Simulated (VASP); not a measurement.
Runs of VASP 6.6.1 on As. The structure is that of space group P-3m1 (No. 164), or close to it. The cells are those of the table. 

```tsv
cell	gap on the mesh (eV)	largest force (eV/Å)
a = 3.578, b = 3.578, c = 28.574 Å, angles 90.0, 90.0, 120.0°, 2 atoms	none	3.47
a = 3.463, b = 3.463, c = 28.574 Å, angles 90.0, 90.0, 120.0°, 2 atoms	none	7.26
a = 3.348, b = 3.348, c = 28.574 Å, angles 90.0, 90.0, 120.0°, 2 atoms	0.24	(a)
a = 3.635, b = 3.635, c = 28.574 Å, angles 90.0, 90.0, 120.0°, 2 atoms	1.24	(b)
```

Alike in all rows: task single point; level PBE+D3(BJ); potentials or basis VASP PAW PBE potentials, release 64 (As); no spin polarisation; k mesh 9 × 9 × 1; cutoff (eV) 520; smearing gaussian 0.02 eV.

Q: Estimate the missing entries.

A: (a) 0.41; (b) 1.29.

A k mesh can miss the band edges, and the runs leave out spin-orbit coupling on As.

A gap of «none» marks levels without a gap at the run's occupations.
